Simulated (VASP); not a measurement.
Sc2AlP3: single point with PBE

The system is Sc2AlP3.

```
CELL_PARAMETERS angstrom
2.50913 -5.30851 0.00000
2.50913 5.30851 0.00000
0.00000 0.00000 3.95143
ATOMIC_POSITIONS crystal
Sc 0.65497 0.34503 0.50000
Sc 0.34503 0.65497 0.50000
Al 0.00000 0.00000 0.00000
P 0.14539 0.85461 0.50000
P 0.85461 0.14539 0.50000
P 0.50000 0.50000 0.00000
```

The cell was built from a structure type or drawn by symmetry, and may not be a known phase.

```
Program             : VASP 6.6.1
Task                : single point
Functional          : PBE
Potentials or basis : VASP PAW PBE potentials, release 64 (Sc_sv, Al, P)
Cutoff              : 520 eV
k mesh              : 4 × 4 × 4
Occupations         : gaussian, width 0.1 eV
Spin                : no spin polarisation
```

```json
{
  "Pressure": "23.3 GPa",
  "Largest force": "5.572 eV/Å",
  "Band gap on the k mesh": "zero (bands 20 and 21 overlap by 0.49 eV)"
}
```

Forces on the atoms (eV/Å):
```
Sc   0.000  5.572  0.000
Sc   0.000 -5.572  0.000
Al   0.000  0.000  0.000
P    0.000  4.951  0.000
P    0.000 -4.951  0.000
P    0.000  0.000  0.000
```

Stress tensor (GPa, compression positive):
```
14.86  0.00  0.00
 0.00 50.62  0.00
 0.00  0.00  4.45
```

Levels at points of the mesh, in eV from the Fermi level:
```
           k point  band 16  band 17  band 18  band 19  band 20  band 21  band 22  band 23  band 24  band 25
(0.00, 0.00, 0.00)    -2.63    -1.75    -0.86    -0.42    -0.12     0.55     1.52     1.63     1.79     2.28
(0.50, 0.00, 0.00)    -2.37    -2.00    -1.46    -1.28    -1.18     0.43     2.05     2.11     3.34     3.39
(0.50, 0.50, 0.00)    -1.92    -1.37    -1.06    -0.99    -0.25     0.65     1.27     1.96     2.13     2.40
(0.00, 0.00, 0.50)    -2.70    -2.13    -2.12    -0.82    -0.15    -0.07     0.07     2.01     2.43     3.01
(0.50, 0.00, 0.50)    -2.40    -2.31    -2.21    -1.12    -0.55     1.45     1.79     2.87     2.91     3.08
(0.50, 0.50, 0.50)    -2.53    -1.45    -0.95    -0.62    -0.44    -0.36     1.36     1.65     1.98     2.58
```

Run time: 2.2 min on 1 thread of Oxide Virtual Turin-like Processor, with other jobs on the host, peak memory 0.24 GiB.

Caveat: the k points lie up to 0.40 Å⁻¹ apart; forces of over 1 eV/Å act on the atoms, so gaps and moduli don't describe the material at rest.
